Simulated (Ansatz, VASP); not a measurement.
**Ir: VASP beside Ansatz**

File INCAR:

```
ALGO = Normal ; EDIFF = 1E-6
ENCUT = 520 ; GGA = CA
ISIF = 2 ; ISMEAR = -1
LASPH = T ; LCHARG = F
LREAL = F ; LWAVE = F
NBANDS = 10 ; NELM = 80
PREC = Accurate ; SIGMA = 0.08
```

The input KPOINTS:

```
k-points
0
Gamma
  20 20 20
```

File POSCAR:

```
Ir
1.0
   -1.5303332831      1.5303332831      1.5303332831
    1.5303332831     -1.5303332831      1.5303332831
    1.5303332831      1.5303332831     -1.5303332831
Ir
1
Direct
    0.0000000000      0.0000000000      0.0000000000
```

Input for Ansatz:

```yaml
crystal:
  lattice:
    - [-1.5303332831, 1.5303332831, 1.5303332831]
    - [1.5303332831, -1.5303332831, 1.5303332831]
    - [1.5303332831, 1.5303332831, -1.5303332831]
  atoms:
    - { symbol: Ir, position: [0.0, 0.0, 0.0] }
kpoints:
  mp_grid: { grid: [20, 20, 20] }
  band_path:
    path:
      - [0.0, 0.0, 0.0]
      - [0.5, -0.5, 0.5]
      - [0.0, 0.0, 0.5]
      - [0.0, 0.0, 0.0]
      - [0.25, 0.25, 0.25]
      - [0.5, -0.5, 0.5]
      - [0.25, 0.25, 0.25]
      - [0.0, 0.0, 0.5]
    npoints: 14
scf:
  occupations: { method: fermi_dirac, width: 0.08 }
hamiltonian:
  xc: lda
  pseudopotentials: { kind: all_electron, lapw: { basis_error: 0.001 } }
output:
  forces: true
  stress: true
  eigenvalues: true
  populations: true
  dos: { projected: true, de: 0.2, e_range: [-14, 8] }
```

Alike in both runs: task single point; functional LDA; k mesh 20 × 20 × 20; occupations fermi-dirac, width 0.08 eV; no spin polarisation.

```csv
,VASP,Ansatz
version,VASP 6.6.1,Ansatz 0.2.0
potentials or method,"VASP PAW LDA potentials, release 64 (Ir), cutoff 520 eV","all-electron LAPW, scalar-relativistic"
```

|  | VASP | Ansatz | Ansatz less VASP |
| --- | --- | --- | --- |
| pressure (GPa) | 2.2 | -0.1 | -2.27 |

LDA's correlation is that of Perdew and Zunger in VASP and of Perdew and Wang (1992) in Ansatz. Ansatz ran all-electron here, and VASP with PAW potentials.

Spin-orbit coupling is off throughout.
